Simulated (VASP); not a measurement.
Set up this calculation in VASP 6.6.1, as the native input.

```
Task                   : single point
Functional             : LDA
Potentials or basis    : VASP PAW LDA potentials, release 64 (Ti_sv, N)
Cutoff                 : 520 eV
k mesh                 : 12 × 12 × 16
Occupations            : gaussian, width 0.1 eV
Spin                   : no spin polarisation
Dipole correction      : no
Further INCAR settings : ALGO = Normal; EDIFF = 1e-06; NBANDS = 16; ISYM = 0
```

The structure of TiN lies in POSCAR:

```
TiN
1.0
    2.9496626303      0.0000000000      0.0000000000
    0.0000000000      2.9496626303      0.0000000000
    1.4748313151      1.4748313151      2.0857264481
Ti N
1 1
Direct
    0.0000000000      0.0000000000      0.0000000000
    0.5000000000      0.5000000000      0.0000000000
```

These files were run (other wordings do the same):

INCAR

```
PREC = Accurate
ENCUT = 520
EDIFF = 1E-6
ISMEAR = 0
SIGMA = 0.1
LREAL = False
LASPH = True
NELM = 60
ALGO = Normal
ISIF = 2
LWAVE = False
LCHARG = False
ISYM = 0
NBANDS = 16
```

KPOINTS

```
regular mesh
0
Gamma
  12 12 16
```

Potentials or basis: VASP PAW LDA potentials, release 64 (Ti_sv, N).

The run is started by

```sh
$ cat potpaw_LDA.64/Ti_sv/POTCAR potpaw_LDA.64/N/POTCAR > POTCAR
$ mpirun -np 1 vasp_std > vasp.out
```

It gave:

The pressure is 1.1 GPa and the band gap on the k mesh is zero (an odd number of electrons rules out a gap without spin polarisation).

It took 8.3 min on 1 thread of AMD EPYC 9R45 (Zen 5), with other jobs on the host, peak memory 0.38 GiB.
